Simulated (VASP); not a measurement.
# Ge (P6_3/mmc) in VASP: notebook, part 2 of 2

VASP 6.6.1. The steps go on from the part before.

## Step 3: Single point, PBEsol (21.45 Å³/atom)

This run uses another cell than the first one, of 21.45 Å³/atom.

INCAR

```
SYSTEM = Ge
  PREC = Accurate
  ENCUT = 520
  EDIFF = 1E-6
  ISMEAR = 0
  SIGMA = 0.1
  LREAL = .False.
  LASPH = .True.
  NELM = 60
  ALGO = Normal
  ISIF = 2
  LWAVE = .False.
  LCHARG = .False.
  GGA = PS
  NBANDS = 66
```

KPOINTS

```
Automatic mesh
0
Gamma
  12 12 4
  0 0 0
```

POSCAR

```
Ge
1.0
    3.9213373580      0.0000000000      0.0000000000
   -1.9606686790      3.3959777689      0.0000000000
    0.0000000000      0.0000000000     12.8838449785
Ge
8
Direct
    0.0000000000      0.0000000000      0.4068271351
    0.0000000000      0.0000000000      0.5931728649
    0.0000000000      0.0000000000      0.9068271351
    0.0000000000      0.0000000000      0.0931728649
    0.3333333333      0.6666666667      0.3440261405
    0.6666666667      0.3333333333      0.6559738595
    0.6666666667      0.3333333333      0.8440261405
    0.3333333333      0.6666666667      0.1559738595
```

Potentials or basis: VASP PAW PBE potentials, release 64 (Ge_d).

Launch:

```
$ cat potpaw_PBE.64/Ge_d/POTCAR > POTCAR
$ mpirun -np 1 vasp_std > vasp.out
```

OUTCAR:

```text
SYSTEM = Ge
   PREC = Accurate
   ENCUT = 520
   EDIFF = 1E-6
   ISMEAR = 0
   LREAL = .False.
   LASPH = .True.
   NELM = 60
   ISIF = 2
   GGA = PS

 ion  position               nearest neighbor table
   1  0.000  0.000  0.407-   2 2.40   5 2.40   5 2.40   5 2.40
   2  0.000  0.000  0.593-   1 2.40   6 2.40   6 2.40   6 2.40
   3  0.000  0.000  0.907-   4 2.40   7 2.40   7 2.40   7 2.40
   4  0.000  0.000  0.093-   3 2.40   8 2.40   8 2.40   8 2.40
   5  0.333  0.667  0.344-   1 2.40   1 2.40   1 2.40   8 2.42
   6  0.667  0.333  0.656-   2 2.40   2 2.40   2 2.40   7 2.42
   7  0.667  0.333  0.844-   3 2.40   3 2.40   3 2.40   6 2.42
   8  0.333  0.667  0.156-   4 2.40   4 2.40   4 2.40   5 2.42

  LATTYP: Found a hexagonal cell.
 ALAT       =     3.9213373580
 C/A-ratio  =     3.2855742320

  Lattice vectors:

 A1 = (   3.9213373580,   0.0000000000,   0.0000000000)
 A2 = (  -1.9606686790,   3.3959777689,   0.0000000000)
 A3 = (   0.0000000000,   0.0000000000,  12.8838449785)

Analysis of symmetry for initial positions (statically):
=====================================================================
 Subroutine PRICEL returns:
 Original cell was already a primitive cell.

 Routine SETGRP: Setting up the symmetry group for a
 hexagonal supercell.

 Subroutine GETGRP returns: Found 24 space group operations
 (whereof 12 operations were pure point group operations)
 out of a pool of 24 trial point group operations.

The static configuration has the point symmetry D_3d.
 The point group associated with its full space group is D_6h.

Analysis of symmetry for dynamics (positions and initial velocities):
=====================================================================
 Subroutine PRICEL returns:
 Original cell was already a primitive cell.

 Routine SETGRP: Setting up the symmetry group for a
 hexagonal supercell.

 Subroutine GETGRP returns: Found 24 space group operations
 (whereof 12 operations were pure point group operations)
 out of a pool of 24 trial point group operations.

The dynamic configuration has the point symmetry D_3d.
 The point group associated with its full space group is D_6h.

 Subroutine INISYM returns: Found 24 space group operations
 (whereof 12 operations are pure point group operations),
 and found     1 'primitive' translations

----------------------------------------------------------------------------------------

                                     Primitive cell

  volume of cell :     171.5713

  direct lattice vectors                    reciprocal lattice vectors
     3.921337358  0.000000000  0.000000000     0.255015039  0.147233002  0.000000000
    -1.960668679  3.395977769  0.000000000     0.000000000  0.294466003  0.000000000
     0.000000000  0.000000000 12.883844979     0.000000000  0.000000000  0.077616581

  length of vectors
     3.921337358  3.921337358 12.883844979     0.294466003  0.294466003  0.077616581

  position of ions in fractional coordinates (direct lattice)
     0.000000000  0.000000000  0.406827135
     0.000000000  0.000000000  0.593172865
     0.000000000  0.000000000  0.906827135
     0.000000000  0.000000000  0.093172865
     0.333333333  0.666666667  0.344026140
[... 47 lines left out ...]
  0.333333 -0.000000  0.000000      6.000000
  0.416667  0.000000  0.000000      6.000000
[... 16 lines left out ...]
  0.250000 -0.000000  0.250000     12.000000
  0.333333 -0.000000  0.250000     12.000000
 [... further k-points ...]
   k-points           NKPTS =     57   k-points in BZ     NKDIM =     57   number of bands    NBANDS=     66
   number of dos      NEDOS =    301   number of ions     NIONS =      8
   total plane-waves  NPLWV =  86400
   dimension x,y,z NGX =    30 NGY =   30 NGZ =   96
   dimension x,y,z NGXF=    60 NGYF=   60 NGZF=  192
   ions per type =               8
   NGX,Y,Z   is equivalent  to a cutoff of  12.72, 12.72, 12.39 a.u.
   NGXF,Y,Z  is equivalent  to a cutoff of  25.44, 25.44, 24.77 a.u.
 SYSTEM =  Ge
   PREC   = accura    normal or accurate (medium, high low for compatibility)
   ISTART =      0    job   : 0-new  1-cont  2-samecut
   ICHARG =      2    charge: 1-file 2-atom 10-const
   ISPIN  =      1    spin polarized calculation?
   LNONCOLLINEAR =      F non collinear calculations
   LSORBIT =      F    spin-orbit coupling
   LASPH  =      T    aspherical Exc in radial PAW
   ENCUT  =  520.0 eV  38.22 Ry    6.18 a.u.   7.29  7.29 23.96*2*pi/ulx,y,z
   NELM   =     60;   NELMIN=  2; NELMDL= -5     # of ELM steps
   EDIFF  = 0.1E-05   stopping-criterion for ELM
   LREAL  =      F    real-space projection
   EDIFFG = 0.1E-04   stopping-criterion for IOM
   NSW    =      0    number of steps for IOM
   IBRION =     -1    ionic relax: 0-MD 1-quasi-New 2-CG
   NFREE  =      0    steps in history (QN), initial steepest desc. (CG)
   ISIF   =      2    stress and relaxation
   ISYM   =      2    0-nonsym 1-usesym 2-fastsym
   POTIM  = 0.5000    time-step for ionic-motion
   TEBEG  =    0.0;   TEEND  =   0.0 temperature during run
   PSTRESS=    0.0 pullay stress
   NELECT =     112.0000    total number of electrons
   NUPDOWN=      -1.0000    fix difference up-down
   EMIN   =  10.00;   EMAX   =-10.00  energy-range for DOS
   EFERMI =   0.00;   METHOD = LEGACY
   ISMEAR =     0;   SIGMA  =   0.10  broadening in eV -4-tet -1-fermi 0-gaus
   EFERMI_NEDOS =   21; number of points for ismear=-14 and -15
   IALGO  =     38    algorithm
   IMIX   =      4    mixing-type and parameters
     AMIX     =   0.40;   BMIX     =  1.00
     AMIX_MAG =   1.60;   BMIX_MAG =  1.00
  volume/ion in A,a.u.               =      21.45       144.73
  Fermi-wavevector in a.u.,A,eV,Ry     =   1.420145  2.683685 27.440387  2.016812
  Thomas-Fermi vector in A             =   2.541091
   LORBIT       =      0    0 simple, 1 ext, 2 COOP (PROOUT), +10 PAW based schemes
   GGA     = PS    functional components
   LHFCALC =     F    Hartree Fock is set to
   AEXX    =    0.0000 exact exchange contribution
   IVDW    =     0    specifies the selected vdW correction
   LEPSILON=     F    determine dielectric tensor
   LRPA    =     F    only Hartree local field effects (RPA)
 non-spin polarized calculation
 Gauss-broadening in eV      SIGMA  =   0.10
  energy-cutoff  :      520.00
  volume of cell :      171.57
 maximum number of plane-waves:      4673
 NGX is ok and might be reduce to    30
   NGX = 15   NGY = 15   NGZ = 47

 number of electron     111.9999909 magnetization

 Free energy of the ion-electron system (eV)
  ---------------------------------------------------
  ext. energy  EPLUGINS =         0.00000000
  ---------------------------------------------------
  free energy    TOTEN  =       -39.28840908 eV

  energy without entropy =      -39.28801430  energy(sigma->0) =      -39.28821169

 E-fermi :   5.5505     XC(G=0): -10.3867

 val. band max:        5.4966088222   @ k =   0.0000   0.0000   0.0000
 cond. band min:       5.6064467946   @ k =   0.0000   0.0000   0.0000
 fundamental gap:      0.1098379724
 Fermi energy:         5.5504909831

 k-point     1 :       0.0000    0.0000    0.0000
  band No.  band energies     occupation
      1     -19.4858      2.00000
      2     -19.4858      2.00000
      3     -19.4755      2.00000
      4     -19.4755      2.00000
      5     -19.4701      2.00000
      6     -19.4701      2.00000
[... 1645 lines left out ...]
     65      10.5580      0.00000
     66      10.5961      0.00000

 [... further k-points ...]

------------------------ aborting loop because EDIFF is reached ----------------------------------------

  FORCE on cell =-STRESS in cart. coord.  units (eV):
  Direction    XX          YY          ZZ          XY          YZ          ZX
  --------------------------------------------------------------------------------------
  -------------------------------------------------------------------------------------
  Total        5.0917710      5.0917710      5.0431871      0.0000000      0.0000000      0.0000000
  in kB       47.5482912     47.5482912     47.0946018      0.0000000      0.0000000      0.0000000
  external PRESSURE =      47.3970614 kB  Pullay stress =       0.0000000 kB

 VOLUME and BASIS-vectors are now :
 -----------------------------------------------------------------------------
  energy-cutoff  :      520.00
  volume of cell :      171.57
      direct lattice vectors                 reciprocal lattice vectors
     3.921337358  0.000000000  0.000000000     0.255015039  0.147233002  0.000000000
    -1.960668679  3.395977769  0.000000000     0.000000000  0.294466003  0.000000000
     0.000000000  0.000000000 12.883844979     0.000000000  0.000000000  0.077616581

 POSITION                                       TOTAL-FORCE (eV/Angst)
 -----------------------------------------------------------------------------------
      0.00000      0.00000      5.24150        -0.000000      0.000000     -0.000890
      0.00000      0.00000      7.64235        -0.000000     -0.000000      0.000890
      0.00000      0.00000     11.68342         0.000000     -0.000000     -0.000890
      0.00000      0.00000      1.20042         0.000000      0.000000      0.000890
     -0.00000      2.26399      4.43238         0.000000     -0.000000      0.003208
      1.96067      1.13199      8.45147        -0.000000      0.000000     -0.003208
      1.96067      1.13199     10.87430        -0.000000     -0.000000      0.003208
     -0.00000      2.26399      2.00954         0.000000      0.000000     -0.003208
 -----------------------------------------------------------------------------------
    total drift:                                0.000000      0.000000      0.000000

  FREE ENERGIE OF THE ION-ELECTRON SYSTEM (eV)
  ---------------------------------------------------
  free  energy   TOTEN  =       -39.2884090799 eV

  energy  without entropy=      -39.2880142991  energy(sigma->0) =      -39.28821169
```

Wall time 11 min (1 thread of Intel Xeon Platinum 8488C (Sapphire Rapids), shared host); peak memory 0.55 GiB.

Results:

* Free energy: -39.2884 eV
* Pressure: 4.7 GPa
* Largest force: 0.003 eV/Å
* Band gap on the k mesh: 0.11 eV

Forces on the atoms (eV/Å):
```
Ge   0.000  0.000 -0.001
Ge   0.000  0.000  0.001
Ge   0.000  0.000 -0.001
Ge   0.000  0.000  0.001
Ge   0.000  0.000  0.003
Ge   0.000  0.000 -0.003
Ge   0.000  0.000  0.003
Ge   0.000  0.000 -0.003
```

Levels at points of the mesh, in eV from the valence-band top:
```tsv
k point	band 53	band 54	band 55	band 56	band 57	band 58	band 59	band 60
(0.00, 0.00, 0.00)	-0.95	-0.18	0.00	0.00	0.11	0.46	0.60	0.96
(0.50, 0.00, 0.00)	-2.64	-2.63	-2.02	-1.59	0.24	0.26	0.42	1.30
(0.00, 0.00, 0.50)	-0.37	-0.37	-0.37	-0.37	0.26	0.26	1.38	1.38
(0.50, 0.00, 0.50)	-2.85	-2.85	-1.96	-1.96	0.52	0.52	1.31	1.31
```

Caveat: the cell stands under pressure; the PAW data sets were made with another functional, which shifts forces and pressure a little.
